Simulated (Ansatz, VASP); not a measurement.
KCd2: VASP beside Ansatz

Contents of INCAR:

```
SYSTEM = KCd2
PREC = Accurate ; ENCUT = 600
EDIFF = 1E-6 ; ISMEAR = 0
SIGMA = 0.1 ; LREAL = .False.
LASPH = .True. ; NELM = 100
ALGO = Fast ; ISIF = 3
LWAVE = .False. ; LCHARG = .False.
GGA = PE ; IBRION = 2
NSW = 90 ; EDIFFG = -0.04
```

File KPOINTS:

```
regular mesh
0
Gamma
  6 6 6
  0 0 0
```

The input POSCAR:

```
KCd2
1.0
   -2.0240717405      2.0240717405      4.9653009885
    2.0240717405     -2.0240717405      4.9653009885
    2.0240717405      2.0240717405     -4.9653009885
K Cd
1 2
Direct
    0.0000000000      0.0000000000      0.0000000000
    0.6650000000      0.6650000000      0.0000000000
    0.3350000000      0.3350000000      0.0000000000
```

Input for Ansatz:

```yaml
crystal:
  lattice:
    - [-2.0240717405, 2.0240717405, 4.9653009885]
    - [2.0240717405, -2.0240717405, 4.9653009885]
    - [2.0240717405, 2.0240717405, -4.9653009885]
  atoms:
    - { symbol: K, position: [0.0, 0.0, 0.0] }
    - { symbol: Cd, position: [0.665, 0.665, 0.0] }
    - { symbol: Cd, position: [0.335, 0.335, 0.0] }
basis:
  ecutwfc: 420
kpoints:
  mp_grid: { grid: [6, 6, 6] }
hamiltonian:
  xc: pbe
scf:
  occupations: { method: gaussian, width: 0.1 }
  lower_state_search: "off"
output:
  forces: true
  stress: true
  eigenvalues: true
relax:
  adjacent_minimum: "off"
  f_tol: 0.04
  max_steps: 70
  cell: { stress_tol: 0.4 }
```

Alike in both runs: task relaxation of cell and atoms; functional PBE; k mesh 6 × 6 × 6; occupations gaussian, width 0.1 eV; no spin polarisation.

```csv
,VASP,Ansatz
version,VASP 6.6.1,Ansatz 0.2.0
potentials or method,"VASP PAW PBE potentials, release 64 (K_sv, Cd), cutoff 600 eV","scalar-relativistic, plane waves, PAW"
valence electrons in the cell,33,49
```

```tsv
	VASP	Ansatz	Ansatz less VASP
gap on the k mesh at the Fermi level, each at its own relaxed structure (eV)	none	none	-
relaxed volume (Å³/atom)	33.69	33.50	-0.186
relaxed length of the cell vector where the two differ most in proportion (Å)	6.830	6.832	+0.0021
```

A gap of «none» marks a metal or a gap that the smearing closes. VASP's potentials hold 33 valence electrons a cell and Ansatz's 49, so a difference there can come from the potentials and not from the codes.

The k mesh is coarse, so the values compare programs but aren't converged. Noted on VASP's run: the volume moved by over 15 % at a fixed basis, so the end points are rough.
